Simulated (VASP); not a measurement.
Sn: single point with PBEsol

The system is Sn.

```
Sn
1.0
    -1.72654    1.77555    2.33834
     1.72654   -1.77555    2.33834
     1.72654    1.77555   -2.33834
Sn
1
Direct
  0.00000 0.00000 0.00000
```

```yaml
Program: VASP 6.6.1
Task: single point
Functional: PBEsol
Potentials_or_basis: VASP PAW PBE potentials, release 64 (Sn_d)
Cutoff: 500 eV
k_mesh: 9 × 9 × 9
Occupations: fermi-dirac, width 0.1 eV
Spin: no spin polarisation
Dipole_correction: no
Further_INCAR_settings: ALGO = Normal; EDIFF = 1e-06; NBANDS = 13
```

The pressure is -3.5 GPa and the band gap on the k mesh is zero (bands 7 and 8 overlap by 8.93 eV).

Stress tensor (GPa, compression positive):
```
-3.58  0.00  0.00
 0.00 -4.27  0.00
 0.00  0.00 -2.60
```

Levels at points of the mesh, in eV from the Fermi level:
```
           k point  band 3  band 4  band 5  band 6  band 7  band 8  band 9  band 10  band 11  band 12
(0.00, 0.00, 0.00)  -21.41  -21.38  -21.34  -10.78    7.01    7.16    7.56    10.62    11.14    11.63
```

Run time: 19 s on 1 thread of Intel(R) Xeon(R) 6975P-C (Granite Rapids) (shared host), peak memory 0.18 GiB.

Caveat: the cell stands under tension; the PAW data sets were made with another functional, which shifts forces and pressure a little; spin-orbit coupling is left out, which moves the levels of the heavy elements.
